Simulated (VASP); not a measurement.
Here is a VASP 6.6.1 calculation.

INCAR

```
SYSTEM = Be
ALGO     = Normal         ! electronic algorithm
DIPOL    = 0.5 0.5 0.500
EDIFF    = 1E-7           ! SCF threshold, eV
ENCUT    = 520            ! plane-wave cutoff, eV
GGA      = PE             ! functional
IDIPOL   = 3            
ISIF     = 2              ! what is computed and relaxed
ISMEAR   = -1             ! smearing method
LASPH    = .True.         ! aspherical terms in the spheres
LCHARG   = .False.        ! write CHGCAR
LDIPOL   = .True.       
LREAL    = .False.        ! projectors in reciprocal space
LWAVE    = .False.        ! write WAVECAR
NBANDS   = 15             ! bands
NELM     = 60             ! most SCF steps
PREC     = Accurate       ! precision mode
SIGMA    = 0.05           ! smearing width, eV
```

The input KPOINTS:

```
k-points
0
Gamma
  21 21 1
  0 0 0
```

The input POSCAR:

```
Be
1.0
    2.2613065234      0.0000000000      0.0000000000
   -1.1306532617      1.9583488950      0.0000000000
    0.0000000000      0.0000000000     18.0673000000
Be
6
Direct
    0.8333333333      0.1666666667      0.2490675913
    0.1666666667      0.8333333333      0.3507291155
    0.8333333333      0.1666666667      0.4503147572
    0.1666666667      0.8333333333      0.5496852391
    0.8333333333      0.1666666667      0.6492708819
    0.1666666667      0.8333333333      0.7509324087
```

Potentials or basis: VASP PAW PBE potentials, release 64 (Be).

Command:

```bash
$ cat potpaw_PBE.64/Be/POTCAR > POTCAR
$ mpirun -np 1 vasp_std > vasp.out
```

Problem. What does it give for the band gap on the k mesh?

Solution. Zero (band 6 reaches 2.62 eV, above the bottom of band 7 at -0.68 eV).

Problem. Predict the largest force.

Solution. 0.009 eV/Å.

Forces on the atoms (eV/Å):
```
Be   0.000  0.000 -0.009
Be   0.000  0.000 -0.001
Be   0.000  0.000 -0.003
Be   0.000  0.000  0.003
Be   0.000  0.000  0.001
Be   0.000  0.000  0.009
```
